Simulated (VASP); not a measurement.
Set up this calculation in VASP 6.6.1, as the native input.

* Task: relaxation of cell and atoms
* Functional: PBE
* Potentials or basis: VASP PAW PBE potentials, release 64 (Ta_pv, I)
* Cutoff: 600 eV
* k mesh: 3 × 3 × 4
* Occupations: gaussian, width 0.1 eV
* Spin: no spin polarisation
* Dipole correction: no
* Further INCAR settings: ALGO = Normal; EDIFF = 1e-06; IBRION = 2; EDIFFG = -0.04; NSW = 90; ISIF = 3

The structure of TaI lies in POSCAR:

```
TaI
1.0
    6.2358705713      0.0000000000      0.0000000000
   -3.1179352857      5.4004223295      0.0000000000
    0.0000000000      0.0000000000      5.0312137564
Ta I
3 3
Direct
    0.5000000000      0.0000000000      0.0000000000
    0.5000000000      0.5000000000      0.0000000000
    0.0000000000      0.5000000000      0.0000000000
    0.0000000000      0.0000000000      0.0000000000
    0.3333333333      0.6666666667      0.5000000000
    0.6666666667      0.3333333333      0.5000000000
```

One way to write it, as run:

INCAR

```
SYSTEM = TaI
  ALGO = Normal
  EDIFF = 1E-6
  EDIFFG = -0.04
  ENCUT = 600
  GGA = PE
  IBRION = 2
  ISIF = 3
  ISMEAR = 0
  LASPH = .True.
  LCHARG = .False.
  LREAL = .False.
  LWAVE = .False.
  NELM = 100
  NSW = 90
  PREC = Accurate
  SIGMA = 0.1
```

KPOINTS

```
k-points
0
Gamma
  3 3 4
  0 0 0
```

Potentials or basis: VASP PAW PBE potentials, release 64 (Ta_pv, I).

Run with:

```console
$ cat potpaw_PBE.64/Ta_pv/POTCAR potpaw_PBE.64/I/POTCAR > POTCAR
$ mpirun -np 1 vasp_std > vasp.out
```

Results of the run:

| Item | Value |
| --- | --- |
| Relaxed volume | 25.94 Å³/atom |
| Relaxed cell | a = 5.939 Å, b = 5.939 Å, c = 5.094 Å, α = 90.00°, β = 90.00°, γ = 120.00° |
| Space group after relaxing (to 0.05 Å) | P6/mmm (No. 191) |
| Energy gained by relaxing | 81.1 meV/atom |
| Ionic steps | 6 |
| Pressure after relaxing | 0.1 GPa |
| Band gap on the k mesh | zero (band 27 reaches 7.28 eV, above the bottom of band 28 at 6.63 eV) |

Caveat: the k points lie up to 0.41 Å⁻¹ apart in the final cell; spin-orbit coupling is left out, which moves the levels of the heavy elements.

It took 2.3 min on 1 thread of Intel(R) Xeon(R) 6975P-C (Granite Rapids) (shared host), peak memory 0.34 GiB.
